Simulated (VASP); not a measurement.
A run of VASP 6.6.1 is set up as follows.

File INCAR:

```
ALGO     = Normal         # electronic algorithm
EDIFF    = 1E-6           # SCF threshold, eV
ENCUT    = 520            # plane-wave cutoff, eV
GGA      = PE             # functional
ISIF     = 2              # what is computed and relaxed
ISMEAR   = 0              # smearing method
LASPH    = T              # aspherical terms in the spheres
LCHARG   = F              # write CHGCAR
LREAL    = F              # projectors in reciprocal space
LWAVE    = F              # write WAVECAR
NBANDS   = 46             # bands
NELM     = 80             # most SCF steps
PREC     = Accurate       # precision mode
SIGMA    = 0.1            # smearing width, eV
```

The input KPOINTS:

```
k-points
0
Gamma
  6 6 1
```

Contents of POSCAR:

```
Mg2ZnTe3
1.0
    4.5164887000      0.0000000000      0.0000000000
   -2.2582443000      3.9113939000      0.0000000000
    0.0000000000      0.0000000000     22.3066646000
Mg Zn Te
4 2 6
Direct
    0.3333333000      0.6666667000      0.3374430000
    0.3333333000      0.6666667000      0.6663710000
    0.6666667000      0.3333333000      0.1663710000
    0.6666667000      0.3333333000      0.8374430000
    0.3333333000      0.6666667000      0.0019010000
    0.6666667000      0.3333333000      0.5019010000
    0.3333333000      0.6666667000      0.1222260000
    0.3333333000      0.6666667000      0.4643330000
    0.3333333000      0.6666667000      0.7927260000
    0.6666667000      0.3333333000      0.2927260000
    0.6666667000      0.3333333000      0.6222260000
    0.6666667000      0.3333333000      0.9643330000
```

Potentials or basis: VASP PAW PBE potentials, release 64 (Mg, Zn, Te).

Launch:

```console
$ cat potpaw_PBE.64/Mg/POTCAR potpaw_PBE.64/Zn/POTCAR potpaw_PBE.64/Te/POTCAR > POTCAR
$ mpirun -np 1 vasp_std > vasp.out
```

(1) Estimate the band gap on the k mesh.

(2) Predict the pressure.

## Answers

(1) 1.41 eV, direct.

(2) 0.0 GPa.

Caveat: spin-orbit coupling is left out, which moves the levels of the heavy elements.
